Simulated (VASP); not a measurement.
# CdS (P6_3mc) in VASP: further runs, part 2 of 2

VASP 6.6.1. The steps go on from the part before.

### 5 Relaxation of cell and atoms, PBEsol, target pressure 30 GPa, at which the enthalpy is minimised

INCAR reads:

```
SYSTEM = CdS
  PREC = Accurate
  ENCUT = 600
  EDIFF = 1E-6
  ISMEAR = 0
  SIGMA = 0.01
  LREAL = .False.
  LASPH = .True.
  NELM = 80
  ALGO = Normal
  ISIF = 3
  LWAVE = .False.
  LCHARG = .False.
  GGA = PS
  IBRION = 2
  NSW = 80
  EDIFFG = -0.02
  PSTRESS = 300.0
```

KPOINTS reads:

```
regular mesh
0
Gamma
  6 6 4
  0 0 0
```

POSCAR reads:

```
CdS
1.0
    4.1500000000      0.0000000000      0.0000000000
   -2.0750000000      3.5940054257      0.0000000000
    0.0000000000      0.0000000000      6.7370000000
Cd S
2 2
Direct
    0.3333330000      0.6666670000      0.0000000000
    0.6666670000      0.3333330000      0.5000000000
    0.3333330000      0.6666670000      0.3750000000
    0.6666670000      0.3333330000      0.8750000000
```

Launch:

```
cat potpaw_PBE.64/Cd/POTCAR potpaw_PBE.64/S/POTCAR > POTCAR
mpirun -np 1 vasp_std > vasp.out
```

Run time: 14 min. Hardware: 1 thread of Intel Xeon Platinum 8124M at 3.00GHz (Skylake/Cascade Lake), shared host; peak memory 0.29 GiB.

It converged, with:

```
Free energy                                                : -11.7207 eV
Relaxed volume                                             : 18.70 Å³/atom
Relaxed cell                                               : a = 3.582 Å, b = 3.582 Å, c = 6.735 Å, α = 90.00°, β = 90.00°, γ = 120.00°
Space group after relaxing (to 0.1 Å)                      : P6_3mc (No. 186)
Energy change on relaxing (the run minimises the enthalpy) : +477.0 meV/atom
Ionic steps                                                : 40
Pressure after relaxing                                    : 29.9 GPa
Largest force after relaxing                               : 0.019 eV/Å
Band gap on the k mesh                                     : 0.99 eV
```

Forces on the atoms (eV/Å):
```
Cd   0.000  0.000  0.019
Cd   0.000  0.000  0.019
S    0.000  0.000 -0.019
S    0.000  0.000 -0.019
```

Stress tensor (GPa, compression positive):
```
29.88  0.00  0.00
 0.00 29.88  0.00
 0.00  0.00 29.98
```

The path:
```tsv
step	energy change (eV)	largest force (eV/Å)	pressure (GPa)	volume (Å³)
1	0.0000	0.0659	-0.52	100.48
2	23.0049	0.5792	281.32	45.72
3	1.1504	0.0766	22.88	79.53
4	1.4403	0.0728	26.75	77.66
5	1.6988	0.0687	30.11	76.20
6	1.6172	0.0700	29.01	76.64
7	1.6243	0.1642	29.13	76.60
8	1.6193	0.0411	29.07	76.62
9	1.7275	0.0298	30.48	76.04
10	1.6952	0.0333	30.03	76.21
11	1.6968	0.0327	30.06	76.20
12	1.6968	0.0302	30.06	76.20
13	1.6970	0.0212	30.06	76.20
14	1.6975	0.0018	30.06	76.19
15	1.6989	0.0414	30.04	76.17
16	1.7037	0.1512	29.96	76.13
17	1.7276	0.4731	29.65	76.00
18	1.7125	0.2955	29.84	76.07
19	1.7155	0.3359	29.80	76.06
20	1.7156	0.3367	29.80	76.06
21	1.7156	0.3368	29.80	76.06
22	1.7157	0.3384	29.79	76.06
23	1.7159	0.3422	29.78	76.05
24	1.7163	0.3496	29.76	76.05
25	1.7171	0.3649	29.72	76.04
26	1.7193	0.3979	29.63	76.03
27	1.7253	0.4745	29.43	75.99
28	1.7265	0.4621	29.39	75.97
29	1.7307	0.4290	29.31	75.93
30	1.7420	0.3699	29.12	75.82
31	1.7758	0.2865	28.67	75.57
32	1.8965	0.2713	27.55	74.96
33	1.8053	0.2911	28.37	75.41
34	1.8376	0.2065	28.89	75.21
35	1.8997	0.0534	29.82	74.86
36	1.9163	0.0141	30.07	74.77
37	1.9140	0.0206	30.04	74.79
38	1.9099	0.0098	29.97	74.81
39	1.9017	0.0113	29.82	74.85
40	1.9079	0.0187	29.92	74.82
```

Final structure:
```xyz
4
Lattice="3.5816 0.0000 0.0000 -1.7908 3.1017 0.0000 0.0000 0.0000 6.7349" Properties=species:S:1:pos:R:3 pbc="T T T"
Cd    0.0000    2.0678    0.1260
Cd    1.7908    1.0339    3.4935
S     0.0000    2.0678    2.3996
S     1.7908    1.0339    5.7670
```

Levels at points of the mesh, in eV from the valence-band top:
| k point | band 14 | band 15 | band 16 | band 17 | band 18 | band 19 | band 20 | band 21 | band 22 |
| --- | --- | --- | --- | --- | --- | --- | --- | --- | --- |
| (0.00, 0.00, 0.00) | -1.10 | -1.10 | -1.09 | 0.00 | 0.00 | 0.99 | 4.02 | 5.34 | 7.23 |
| (0.50, 0.00, 0.00) | -4.87 | -4.50 | -2.97 | -2.71 | -0.95 | 3.48 | 3.78 | 4.00 | 5.84 |
| (0.00, 0.00, 0.50) | -4.46 | -0.59 | -0.59 | -0.59 | -0.59 | 3.42 | 3.42 | 5.82 | 5.82 |
| (0.50, 0.00, 0.50) | -5.84 | -2.97 | -2.97 | -1.90 | -1.90 | 2.48 | 2.48 | 5.11 | 5.11 |

Caveat: the cell is relaxed towards a set pressure, so the run minimises the enthalpy, not the energy; the volume moved by over 15 % at a fixed basis, so the end points are rough; the PAW data sets were made with another functional, which shifts forces and pressure a little. PBEsol gaps usually lie below the measured ones, often by a third to a half.

### 6 Relaxation of cell and atoms, PBEsol, target pressure 40 GPa, at which the enthalpy is minimised

INCAR reads:

```
PREC = Accurate ; ENCUT = 600
EDIFF = 1E-6 ; ISMEAR = 0
SIGMA = 0.01 ; LREAL = False
LASPH = True ; NELM = 80
ALGO = Normal ; ISIF = 3
LWAVE = False ; LCHARG = False
GGA = PS ; IBRION = 2
NSW = 80 ; EDIFFG = -0.02
PSTRESS = 400.0
```

KPOINTS reads:

```
Automatic mesh
0
Gamma
  6 6 4
```

POSCAR is that of step 5.

Potentials or basis: VASP PAW PBE potentials, release 64 (Cd, S).

Launch:

```
cat potpaw_PBE.64/Cd/POTCAR potpaw_PBE.64/S/POTCAR > POTCAR
mpirun -np 1 vasp_std > vasp.out
```

It took 16 min on 1 thread of Intel Xeon Platinum 8124M at 3.00GHz (Skylake/Cascade Lake), shared host; peak memory 0.3 GiB.

The run converged. Its results:

| Quantity | Value |
| --- | --- |
| Free energy | -10.5430 eV |
| Relaxed volume | 17.34 Å³/atom |
| Relaxed cell | a = 3.389 Å, b = 3.389 Å, c = 6.975 Å, α = 90.00°, β = 90.00°, γ = 120.00° |
| Space group after relaxing (to 0.1 Å) | P6_3mc (No. 186) |
| Energy change on relaxing (the run minimises the enthalpy) | +771.4 meV/atom |
| Ionic steps | 43 |
| Pressure after relaxing | 39.9 GPa |
| Band gap on the k mesh | 0.30 eV |

Stress tensor (GPa, compression positive):
```
39.98  0.00  0.00
 0.00 39.98  0.00
 0.00  0.00 39.88
```

The path:
| step | energy change (eV) | largest force (eV/Å) | pressure (GPa) | volume (Å³) |
| --- | --- | --- | --- | --- |
| 1 | 0.0000 | 0.0659 | -0.52 | 100.48 |
| 3 | 1.2616 | 0.0976 | 24.38 | 78.78 |
| 5 | 2.5492 | 0.0894 | 40.56 | 72.32 |
| 7 | 2.4337 | 0.2726 | 39.15 | 72.79 |
| 9 | 2.6350 | 0.0401 | 41.61 | 71.98 |
| 11 | 2.5130 | 0.0494 | 40.14 | 72.46 |
| 13 | 2.5168 | 0.0134 | 40.17 | 72.43 |
| 15 | 2.5368 | 0.2246 | 40.19 | 72.30 |
| 17 | 2.5768 | 0.6641 | 40.00 | 72.10 |
| 19 | 2.5769 | 0.6663 | 40.00 | 72.10 |
| 21 | 2.5773 | 0.6754 | 39.98 | 72.10 |
| 23 | 2.5792 | 0.7134 | 39.91 | 72.09 |
| 25 | 2.5898 | 0.8842 | 39.61 | 72.03 |
| 27 | 2.5961 | 0.9648 | 39.49 | 72.01 |
| 29 | 2.5966 | 0.9845 | 39.21 | 71.96 |
| 31 | 2.6284 | 1.1929 | 37.78 | 71.69 |
| 33 | 2.6616 | 1.3804 | 37.24 | 71.57 |
| 35 | 2.7264 | 0.7028 | 36.94 | 70.95 |
| 37 | 2.8630 | 0.1187 | 36.95 | 70.29 |
| 39 | 3.0476 | 0.0501 | 39.44 | 69.51 |
| 41 | 3.0864 | 0.0358 | 39.95 | 69.35 |
| 43 | 3.0856 | 0.0010 | 39.95 | 69.36 |

Final structure:
```
Cd S
1.0
     3.38852    0.00000    0.00000
    -1.69426    2.93454    0.00000
     0.00000    0.00000    6.97502
Cd S
2 2
Direct
  0.33333 0.66667 0.02809
  0.66667 0.33333 0.52809
  0.33333 0.66667 0.34691
  0.66667 0.33333 0.84691
```

Levels at points of the mesh, in eV from the valence-band top:
```csv
k point,band 15,band 16,band 17,band 18,band 19,band 20,band 21,band 22
"(0.00, 0.00, 0.00)",-1.06,-1.06,0.00,0.00,0.30,4.67,5.21,6.66
"(0.50, 0.00, 0.00)",-4.97,-3.81,-2.75,-0.93,2.72,3.15,4.04,4.87
"(0.00, 0.00, 0.50)",-0.57,-0.57,-0.57,-0.57,3.32,3.32,5.70,5.70
"(0.50, 0.00, 0.50)",-3.68,-3.68,-1.92,-1.92,1.67,1.67,4.89,4.89
```

Caveat: the cell is relaxed towards a set pressure, so the run minimises the enthalpy, not the energy; the volume moved by over 15 % at a fixed basis, so the end points are rough; the PAW data sets were made with another functional, which shifts forces and pressure a little.

### 7 Overview

```csv
cell,gap on the mesh (eV),pressure (GPa),largest force (eV/Å)
relaxed,1.08,0.1,-
relaxed to 10 GPa,1.35,10.1,-
relaxed to 20 GPa,1.48,20.0,0.02
relaxed to 30 GPa,0.99,29.9,0.02
relaxed to 40 GPa,0.30,39.9,-
```

Alike in all rows: task relaxation of cell and atoms; level PBEsol; potentials or basis VASP PAW PBE potentials, release 64 (Cd, S); no spin polarisation; k mesh 6 × 6 × 4; cutoff (eV) 600; smearing gaussian 0.01 eV.

Caveats: the PAW data sets were made with another functional, which shifts forces and pressure a little; the cell is relaxed towards a set pressure, so the run minimises the enthalpy, not the energy (at least some runs); the volume moved by over 15 % at a fixed basis, so the end points are rough (at least some runs).

Absolute energies hang on the potentials; compare differences alone.
